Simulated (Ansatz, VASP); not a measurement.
Mg: VASP beside Ansatz

The input INCAR:

```
ALGO = Normal ; EDIFF = 1E-6
ENCUT = 520 ; GGA = PE
ISIF = 2 ; ISMEAR = 1
LASPH = T ; LCHARG = F
LREAL = F ; LWAVE = F
NBANDS = 9 ; NELM = 60
PREC = Accurate ; SIGMA = 0.6
```

File KPOINTS:

```
k-points
0
Gamma
  11 11 6
```

File POSCAR:

```
Mg
1.0
    3.1953117277      0.0000000000      0.0000000000
   -1.5976558638      2.7672211292      0.0000000000
    0.0000000000      0.0000000000      5.1879445283
Mg
2
Direct
    0.3333333333      0.6666666667      0.2500000000
    0.6666666667      0.3333333333      0.7500000000
```

Input for Ansatz:

```yaml
crystal:
  lattice:
    - [3.1953117277, 0.0, 0.0]
    - [-1.5976558638, 2.7672211292, 0.0]
    - [0.0, 0.0, 5.1879445283]
  atoms:
    - { symbol: Mg, position: [0.3333333333, 0.6666666667, 0.25] }
    - { symbol: Mg, position: [0.6666666667, 0.3333333333, 0.75] }
hamiltonian:
  xc: pbe
  pseudopotentials:
    kind: paw
    azcp:
      Mg: "pseudopotentials/Mg.paw.azcp"
basis:
  ecutwfc: 420
  fft_grid_basis: typed
kpoints:
  mp_grid: { grid: [11, 11, 6], shift: [0, 0, 0] }
magnetization:
  spin_polarized: false
scf:
  occupations: { method: methfessel_paxton, width: 0.6 }
  lower_state_search: "off"
output:
  stress: true
```

Alike in both runs: task single point; functional PBE; k mesh 11 × 11 × 6; occupations methfessel-paxton of order 1, width 0.6 eV; no spin polarisation.

```csv
,VASP,Ansatz
version,VASP 6.6.1,Ansatz 0.2.0
potentials or method,"VASP PAW PBE potentials, release 64 (Mg), cutoff 520 eV","plane waves (420 eV) with PAW, scalar-relativistic"
valence electrons in the cell,4,20
```

|  | VASP | Ansatz | Ansatz less VASP |
| --- | --- | --- | --- |
| pressure (GPa) | -0.1 | 0.0 | +0.13 |

With one functional, cell and mesh, what is left measures potentials, basis and numerics. VASP's potentials hold 4 valence electrons a cell and Ansatz's 20, so a difference there can come from the potentials and not from the codes.
